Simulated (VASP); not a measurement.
# Pt (P6_3/mmc) in VASP: notebook

Runs on Pt. Level: r2SCAN. Tasks: single point.

All numbers are computed with VASP 6.6.1; they aren't measurements. Logs are shortened: lines on timing, memory, paths and dates and some standing lists are left out, and cuts for length are marked.

## 1. The cell of the first run

Symmetry: P6_3/mmc, No. 194, hexagonal system. The conventional cell has a = 2.899 Å, b = 2.899 Å, c = 4.553 Å, α = 90.00°, β = 90.00°, γ = 120.00°. Within 3.7 Å of Pt (site symmetry -6m2) lie 12 Pt at 2.83 to 2.90 Å.

## 2. Single point, r2SCAN (strain +0.050 along x and y, -0.050 along z)

Contents of POSCAR:

```
Pt
1.0
    2.8986988966      0.0000000000      0.0000000000
   -1.4493494483      2.5103468823      0.0000000000
    0.0000000000      0.0000000000      4.5525273000
Pt
2
Direct
    0.6666666667      0.3333333333      0.7500000000
    0.3333333333      0.6666666667      0.2500000000
```

Contents of INCAR.step1:

```
  PREC = Accurate
  ENCUT = 520
  ISMEAR = 0
  SIGMA = 0.15
  LREAL = F
  LASPH = T
  NELM = 80
  NBANDS = 17
  GGA = PE
  ALGO = Normal
  EDIFF = 1E-4
  LWAVE = T
  LCHARG = F
```

Contents of INCAR.step2:

```
  PREC = Accurate
  ENCUT = 520
  EDIFF = 1E-6
  ISMEAR = 0
  SIGMA = 0.15
  LREAL = F
  LASPH = T
  NELM = 80
  ALGO = Normal
  ISIF = 2
  LWAVE = F
  LCHARG = F
  METAGGA = R2SCAN
  LMIXTAU = T
  NBANDS = 17
  ISTART = 1
```

Contents of KPOINTS:

```
Automatic mesh
0
Gamma
  18 18 10
```

Potentials or basis: VASP PAW PBE potentials, release 64 (Pt).

Launch:

```bash
> cat potpaw_PBE.64/Pt/POTCAR > POTCAR
> cp INCAR.step1 INCAR
> mpirun -np 1 vasp_std > vasp.out
> cp INCAR.step2 INCAR
> mpirun -np 1 vasp_std > vasp.out
```

OUTCAR:

```text
PREC = Accurate
   ENCUT = 520
   EDIFF = 1E-6
   ISMEAR = 0
   LREAL = F
   LASPH = T
   NELM = 80
   ISIF = 2
   METAGGA = R2SCAN
   ISTART = 1

 ion  position               nearest neighbor table
   1  0.667  0.333  0.750-   2 2.83   2 2.83   2 2.83   2 2.83   2 2.83   2 2.83
   2  0.333  0.667  0.250-   1 2.83   1 2.83   1 2.83   1 2.83   1 2.83   1 2.83

  LATTYP: Found a hexagonal cell.
 ALAT       =     2.8986988966
 C/A-ratio  =     1.5705416335

  Lattice vectors:

 A1 = (   2.8986988966,   0.0000000000,   0.0000000000)
 A2 = (  -1.4493494483,   2.5103468823,   0.0000000000)
 A3 = (   0.0000000000,   0.0000000000,   4.5525273000)

Analysis of symmetry for initial positions (statically):
=====================================================================
 Subroutine PRICEL returns:
 Original cell was already a primitive cell.

 Routine SETGRP: Setting up the symmetry group for a
 hexagonal supercell.

 Subroutine GETGRP returns: Found 24 space group operations
 (whereof 12 operations were pure point group operations)
 out of a pool of 24 trial point group operations.

The static configuration has the point symmetry D_3d.
 The point group associated with its full space group is D_6h.

Analysis of symmetry for dynamics (positions and initial velocities):
=====================================================================
 Subroutine PRICEL returns:
 Original cell was already a primitive cell.

 Routine SETGRP: Setting up the symmetry group for a
 hexagonal supercell.

 Subroutine GETGRP returns: Found 24 space group operations
 (whereof 12 operations were pure point group operations)
 out of a pool of 24 trial point group operations.

The dynamic configuration has the point symmetry D_3d.
 The point group associated with its full space group is D_6h.

 Subroutine INISYM returns: Found 24 space group operations
 (whereof 12 operations are pure point group operations),
 and found     1 'primitive' translations

----------------------------------------------------------------------------------------

                                     Primitive cell

  volume of cell :      33.1276

  direct lattice vectors                    reciprocal lattice vectors
     2.898698897  0.000000000  0.000000000     0.344982365  0.199175661  0.000000000
    -1.449349448  2.510346882  0.000000000     0.000000000  0.398351322  0.000000000
     0.000000000  0.000000000  4.552527300     0.000000000  0.000000000  0.219658211

  length of vectors
     2.898698897  2.898698897  4.552527300     0.398351322  0.398351322  0.219658211

  position of ions in fractional coordinates (direct lattice)
     0.666666667  0.333333333  0.750000000
     0.333333333  0.666666667  0.250000000

  ion indices of the primitive-cell ions
   primitive index   ion index
                 1           1
                 2           2

----------------------------------------------------------------------------------------

 KPOINTS: Automatic mesh

Automatic generation of k-mesh.
 Grid dimensions read from file:
 generate k-points for:   18   18   10

 Generating k-lattice:

  Cartesian coordinates                     Fractional coordinates (reciprocal lattice)
     0.019165687  0.011065315  0.000000000     0.055555556  0.000000000  0.000000000
     0.000000000  0.022130629  0.000000000     0.000000000  0.055555556  0.000000000
     0.000000000  0.000000000  0.021965821     0.000000000  0.000000000  0.100000000

  Length of vectors
     0.022130629  0.022130629  0.021965821

  Shift w.r.t. Gamma in fractional coordinates (k-lattice)
     0.000000000  0.000000000  0.000000000

 Subroutine IBZKPT returns following result:
 ===========================================

 Found    222 irreducible k-points:

 Following reciprocal coordinates:
            Coordinates               Weight
  0.000000  0.000000  0.000000      1.000000
  0.055556  0.000000  0.000000      6.000000
  0.111111  0.000000  0.000000      6.000000
  0.166667 -0.000000  0.000000      6.000000
  0.222222  0.000000  0.000000      6.000000
  0.277778  0.000000  0.000000      6.000000
[... 16 lines left out ...]
  0.333333  0.111111  0.000000     12.000000
  0.388889  0.111111  0.000000     12.000000
 [... further k-points ...]
   k-points           NKPTS =    222   k-points in BZ     NKDIM =    222   number of bands    NBANDS=     17
   number of dos      NEDOS =    301   number of ions     NIONS =      2
   total plane-waves  NPLWV =  20736
   dimension x,y,z NGX =    24 NGY =   24 NGZ =   36
   dimension x,y,z NGXF=    48 NGYF=   48 NGZF=   72
   ions per type =               2
   NGX,Y,Z   is equivalent  to a cutoff of  13.76, 13.76, 13.15 a.u.
   NGXF,Y,Z  is equivalent  to a cutoff of  27.53, 27.53, 26.29 a.u.
 SYSTEM =  unknown system
   PREC   = accura    normal or accurate (medium, high low for compatibility)
   ISTART =      1    job   : 0-new  1-cont  2-samecut
   ICHARG =      0    charge: 1-file 2-atom 10-const
   ISPIN  =      1    spin polarized calculation?
   LNONCOLLINEAR =      F non collinear calculations
   LSORBIT =      F    spin-orbit coupling
   LASPH  =      T    aspherical Exc in radial PAW
   ENCUT  =  520.0 eV  38.22 Ry    6.18 a.u.   5.39  5.39  8.46*2*pi/ulx,y,z
   NELM   =     80;   NELMIN=  2; NELMDL=  0     # of ELM steps
   EDIFF  = 0.1E-05   stopping-criterion for ELM
   LREAL  =      F    real-space projection
   EDIFFG = 0.1E-04   stopping-criterion for IOM
   NSW    =      0    number of steps for IOM
   IBRION =     -1    ionic relax: 0-MD 1-quasi-New 2-CG
   NFREE  =      0    steps in history (QN), initial steepest desc. (CG)
   ISIF   =      2    stress and relaxation
   ISYM   =      2    0-nonsym 1-usesym 2-fastsym
   POTIM  = 0.5000    time-step for ionic-motion
   TEBEG  =    0.0;   TEEND  =   0.0 temperature during run
   PSTRESS=    0.0 pullay stress
   NELECT =      20.0000    total number of electrons
   NUPDOWN=      -1.0000    fix difference up-down
   EMIN   =  10.00;   EMAX   =-10.00  energy-range for DOS
   EFERMI =   0.00;   METHOD = LEGACY
   ISMEAR =     0;   SIGMA  =   0.15  broadening in eV -4-tet -1-fermi 0-gaus
   EFERMI_NEDOS =   21; number of points for ismear=-14 and -15
   IALGO  =     38    algorithm
   IMIX   =      4    mixing-type and parameters
     AMIX     =   0.40;   BMIX     =  1.00
     AMIX_MAG =   1.60;   BMIX_MAG =  1.00
  volume/ion in A,a.u.               =      16.56       111.78
  Fermi-wavevector in a.u.,A,eV,Ry     =   1.383635  2.614692 26.047635  1.914447
  Thomas-Fermi vector in A             =   2.508215
   LORBIT       =      0    0 simple, 1 ext, 2 COOP (PROOUT), +10 PAW based schemes
   METAGGA = R2SCAN    functional components
   LHFCALC =     F    Hartree Fock is set to
   AEXX    =    0.0000 exact exchange contribution
   IVDW    =     0    specifies the selected vdW correction
   LEPSILON=     F    determine dielectric tensor
   LRPA    =     F    only Hartree local field effects (RPA)
 non-spin polarized calculation
 Gauss-broadening in eV      SIGMA  =   0.15
  energy-cutoff  :      520.00
  volume of cell :       33.13
 maximum number of plane-waves:       914
 NGX is ok and might be reduce to    24
   NGX = 11   NGY = 11   NGZ = 17

 number of electron      20.0000001 magnetization

 Free energy of the ion-electron system (eV)
  ---------------------------------------------------
  ext. energy  EPLUGINS =         0.00000000
  ---------------------------------------------------
  free energy    TOTEN  =      -102.69170500 eV

  energy without entropy =     -102.63408199  energy(sigma->0) =     -102.66289349

 E-fermi :   9.3082     XC(G=0): -13.9688

 val. band max:        9.3079712708   @ k =   0.5000  -0.0000   0.4000
 cond. band min:       9.3090249364   @ k =   0.2778   0.2778   0.1000
 fundamental gap:      0.0010536656
 Fermi energy:         9.3082148645

 k-point     1 :       0.0000    0.0000    0.0000
  band No.  band energies     occupation
      1      -0.1328      2.00000
      2       2.8039      2.00000
      3       6.0736      2.00000
      4       6.0736      2.00000
      5       6.2153      2.00000
      6       6.5755      2.00000
[... 9 lines left out ...]
     16      27.7100      0.00000
     17      29.2760      0.00000

 k-point     2 :       0.0556    0.0000    0.0000
  band No.  band energies     occupation
      1      -0.0313      2.00000
      2       2.8857      2.00000
      3       5.8922      2.00000
      4       6.1471      2.00000
      5       6.3840      2.00000
      6       6.5365      2.00000
[... 9 lines left out ...]
     16      27.6417      0.00000
     17      28.7297      0.00000

 k-point     3 :       0.1111    0.0000    0.0000
  band No.  band energies     occupation
      1       0.2667      2.00000
      2       3.1154      2.00000
      3       5.6389      2.00000
      4       6.3638      2.00000
      5       6.4102      2.00000
      6       6.5477      2.00000
[... 9 lines left out ...]
     16      27.5627      0.00000
     17      27.8145      0.00000

 k-point     4 :       0.1667   -0.0000    0.0000
  band No.  band energies     occupation
      1       0.7401      2.00000
      2       3.4342      2.00000
      3       5.4030      2.00000
      4       6.0506      2.00000
      5       6.2667      2.00000
      6       6.5052      2.00000
[... 9 lines left out ...]
     16      26.9146      0.00000
     17      27.8862      0.00000
[... 343 lines left out ...]
      1       2.8659      2.00000
      2       3.9149      2.00000
      3       4.4379      2.00000
      4       5.3089      2.00000
      5       5.7710      2.00000
      6       6.4019      2.00000
[... 9 lines left out ...]
     16      25.0716      0.00000
     17      25.2940      0.00000

 k-point    23 :       0.3333    0.1111    0.0000
  band No.  band energies     occupation
      1       3.2731      2.00000
      2       3.7590      2.00000
      3       4.1387      2.00000
      4       5.6862      2.00000
      5       5.6889      2.00000
      6       6.5096      2.00000
[... 9 lines left out ...]
     16      23.1007      0.00000
     17      24.6723      0.00000

 k-point    24 :       0.3889    0.1111    0.0000
  band No.  band energies     occupation
      1       3.4675      2.00000
      2       3.6449      2.00000
      3       3.9556      2.00000
      4       5.6450      2.00000
      5       6.0639      2.00000
      6       6.4040      2.00000
[... 9 lines left out ...]
     16      21.5554      0.00000
     17      24.1444      0.00000

 [... further k-points ...]

------------------------ aborting loop because EDIFF is reached ----------------------------------------

  FORCE on cell =-STRESS in cart. coord.  units (eV):
  Direction    XX          YY          ZZ          XY          YZ          ZX
  --------------------------------------------------------------------------------------
  -------------------------------------------------------------------------------------
  Total       -3.5669093     -3.5669093     -2.0684814     -0.0000000     -0.0000000      0.0000000
  in kB     -172.5095911   -172.5095911   -100.0397985     -0.0000000     -0.0000000      0.0000000
  external PRESSURE =    -148.3529935 kB  Pullay stress =       0.0000000 kB

 VOLUME and BASIS-vectors are now :
 -----------------------------------------------------------------------------
  energy-cutoff  :      520.00
  volume of cell :       33.13
      direct lattice vectors                 reciprocal lattice vectors
     2.898698897  0.000000000  0.000000000     0.344982365  0.199175661  0.000000000
    -1.449349448  2.510346882  0.000000000     0.000000000  0.398351322  0.000000000
     0.000000000  0.000000000  4.552527300     0.000000000  0.000000000  0.219658211

 POSITION                                       TOTAL-FORCE (eV/Angst)
 -----------------------------------------------------------------------------------
      1.44935      0.83678      3.41440         0.000000     -0.000000      0.000000
     -0.00000      1.67356      1.13813        -0.000000      0.000000      0.000000
 -----------------------------------------------------------------------------------
    total drift:                               -0.000000      0.000000     -0.000000

  FREE ENERGIE OF THE ION-ELECTRON SYSTEM (eV)
  ---------------------------------------------------
  free  energy   TOTEN  =      -102.6917049996 eV

  energy  without entropy=     -102.6340819900  energy(sigma->0) =     -102.66289349
```

It took 4.4 min on 1 thread of Intel Xeon Platinum 8259CL at 2.50GHz (Skylake/Cascade Lake), shared host; peak memory 0.24 GiB.

What came out:

| Item | Value |
| --- | --- |
| Free energy | -102.6917 eV |
| Pressure | -14.8 GPa |
| Band gap on the k mesh | zero (band 10 reaches 9.56 eV, above the bottom of band 11 at 8.46 eV) |

Caveat: the cell differs from its parent crystal (strain +0.050 along x and y, -0.050 along z); the PAW data sets were made with another functional, which shifts forces and pressure a little; spin-orbit coupling is left out, which moves the levels of the heavy elements.

## 3. Single point, r2SCAN (strain +0.000 along x and y, +0.050 along z)

Contents of POSCAR:

```
Pt
1.0
    2.7606656158      0.0000000000      0.0000000000
   -1.3803328079      2.3908065546      0.0000000000
    0.0000000000      0.0000000000      5.0317407000
Pt
2
Direct
    0.6666666667      0.3333333333      0.7500000000
    0.3333333333      0.6666666667      0.2500000000
```

Contents of INCAR.step1:

```
SYSTEM = Pt
PREC = Accurate ; ENCUT = 520
ISMEAR = 0 ; SIGMA = 0.15
LREAL = .False. ; LASPH = .True.
NELM = 80 ; NBANDS = 17
GGA = PE ; ALGO = Normal
EDIFF = 1E-4 ; LWAVE = .True.
LCHARG = .False.
```

Contents of INCAR.step2:

```
SYSTEM = Pt
PREC = Accurate ; ENCUT = 520
EDIFF = 1E-6 ; ISMEAR = 0
SIGMA = 0.15 ; LREAL = .False.
LASPH = .True. ; NELM = 80
ALGO = Normal ; ISIF = 2
LWAVE = .False. ; LCHARG = .True.
METAGGA = R2SCAN ; LMIXTAU = .True.
LELF = .True. ; LVHAR = .True.
NBANDS = 17 ; ISTART = 1
```

Contents of KPOINTS:

```
regular mesh
0
Gamma
  18 18 10
  0 0 0
```

Potentials or basis: VASP PAW PBE potentials, release 64 (Pt).

Launch:

```bash
> cat potpaw_PBE.64/Pt/POTCAR > POTCAR
> cp INCAR.step1 INCAR
> mpirun -np 1 vasp_std > vasp.out
> cp INCAR.step2 INCAR
> mpirun -np 1 vasp_std > vasp.out
```

It took 4.9 min on 1 thread of Intel Xeon Platinum 8259CL at 2.50GHz (Skylake/Cascade Lake), shared host; peak memory 0.25 GiB.

The run converged. Its results:

```yaml
Free_energy: -102.7687 eV
Pressure: -14.2 GPa
Band_gap_on_the_k_mesh: zero (band 10 reaches 9.86 eV, above the bottom of band 11 at 8.51 eV)
```

Stress tensor (GPa, compression positive):
```
-12.69   0.00   0.00
  0.00 -12.69   0.00
  0.00   0.00 -17.14
```

Levels at points of the mesh, in eV from the Fermi level:
```tsv
k point	band 8	band 9	band 10	band 11	band 12	band 13
(0.00, 0.00, 0.00)	-1.45	-1.45	-0.56	-0.22	-0.22	4.01
(0.50, 0.00, 0.00)	-0.18	0.50	0.64	2.45	3.97	7.36
(0.00, 0.00, 0.50)	-3.25	-0.71	-0.71	-0.71	-0.71	11.11
(0.50, 0.00, 0.50)	-0.71	0.58	0.58	1.94	1.94	6.70
```

Caveat: the cell differs from its parent crystal (strain +0.000 along x and y, +0.050 along z); the PAW data sets were made with another functional, which shifts forces and pressure a little; spin-orbit coupling is left out, which moves the levels of the heavy elements.
